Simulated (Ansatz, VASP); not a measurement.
LiC2 in VASP and in Ansatz

```xyz
6
Lattice="0.0150 -0.0032 3.5226 3.6686 -0.0017 0.0151 -0.0039 6.1401 -0.0064" Properties=species:S:1:pos:R:3 pbc="T T T"
Li    3.6871    0.1303    4.4183
Li    1.8439    3.2017    2.6429
C     1.8508    0.9517    3.2827
C     3.6760    4.0224    1.5287
C     1.8388    0.9529    2.0128
C     3.6638    4.0239    0.2588
```

Change from the starting cell: cell x2, atoms moved at random (sigma 0.15 Å) and cell strained at random (1.5 %), then relaxed without symmetry.

Alike in both runs: functional PBE; k mesh 6 × 6 × 4; occupations gaussian, width 0.2 eV; no spin polarisation.

Ansatz relaxed the structure, and its values are those at the end. VASP's run is a single point on that final structure, the one shown.

|  | VASP | Ansatz |
| --- | --- | --- |
| version | VASP 6.6.1 | Ansatz 0.2.0 |
| potentials or method | VASP PAW PBE potentials, release 64 (Li_sv, C), cutoff 520 eV | scalar-relativistic, plane waves, PAW |
| valence electrons in the cell | 22 | 22 |

|  | VASP | Ansatz | Ansatz less VASP |
| --- | --- | --- | --- |
| gap on the k mesh at the Fermi level (eV) | none | none | - |
| rms of the force components (eV/Å) | 0.050 | 0.003 | -0.0469 |

A gap of «none» marks a metal or a gap that the smearing closes.

Noted on VASP's run: the cutoff is short for stress, so the pressure is rough.
